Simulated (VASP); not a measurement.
Write the native input for VASP 6.6.1 that does the following.

| Property | Result |
| --- | --- |
| Task | relaxation of cell and atoms |
| Functional | PBE |
| Potentials or basis | VASP PAW PBE potentials, release 64 (Ga_d, N) |
| Cutoff | 600 eV |
| k mesh | 10 × 10 × 10 |
| Occupations | gaussian, width 0.01 eV |
| Spin | no spin polarisation |
| Target pressure | 6 GPa |
| Dipole correction | no |
| Further INCAR settings | ALGO = Normal; EDIFF = 1e-06; IBRION = 2; EDIFFG = -0.001; NSW = 80; ISIF = 3 |

The structure of GaN lies in POSCAR:

```
GaN
1.0
    0.0000000000      2.2742384873      2.2742384873
    2.2742384873      0.0000000000      2.2742384873
    2.2742384873      2.2742384873      0.0000000000
Ga N
1 1
Direct
    0.0000000000      0.0000000000      0.0000000000
    0.7500000000      0.7500000000      0.7500000000
```

The input as run:

INCAR

```
SYSTEM = GaN
PREC = Accurate ; ENCUT = 600
EDIFF = 1E-6 ; ISMEAR = 0
SIGMA = 0.01 ; LREAL = .FALSE.
LASPH = .TRUE. ; NELM = 80
ALGO = Normal ; ISIF = 3
LWAVE = .FALSE. ; LCHARG = .FALSE.
GGA = PE ; IBRION = 2
NSW = 80 ; EDIFFG = -0.001
PSTRESS = 60.0
```

KPOINTS

```
Automatic mesh
0
G
  10 10 10
  0 0 0
```

Potentials or basis: VASP PAW PBE potentials, release 64 (Ga_d, N).

Launch:

```sh
$ cat potpaw_PBE.64/Ga_d/POTCAR potpaw_PBE.64/N/POTCAR > POTCAR
$ mpirun -np 1 vasp_std > vasp.out
```

It gave:

```yaml
Relaxed_volume: 11.39 Å³/atom
Relaxed_cell: a = 3.182 Å, b = 3.182 Å, c = 3.182 Å, α = 60.00°, β = 60.00°, γ = 60.00°
Space_group_after_relaxing_to_0.05_Å: F-43m (No. 216)
Energy_change_on_relaxing_the_enthalpy_is_what_falls: +6.6 meV/atom
Ionic_steps: 6
Pressure_after_relaxing: 6.0 GPa
Band_gap_on_the_k_mesh: 1.76 eV, direct
```

Caveat: the cell is relaxed towards a set pressure, so the enthalpy falls and the energy may rise.

It took 35 s on 1 thread of Intel(R) Xeon(R) Platinum 8488C (Sapphire Rapids), with other jobs on the host, peak memory 0.18 GiB.
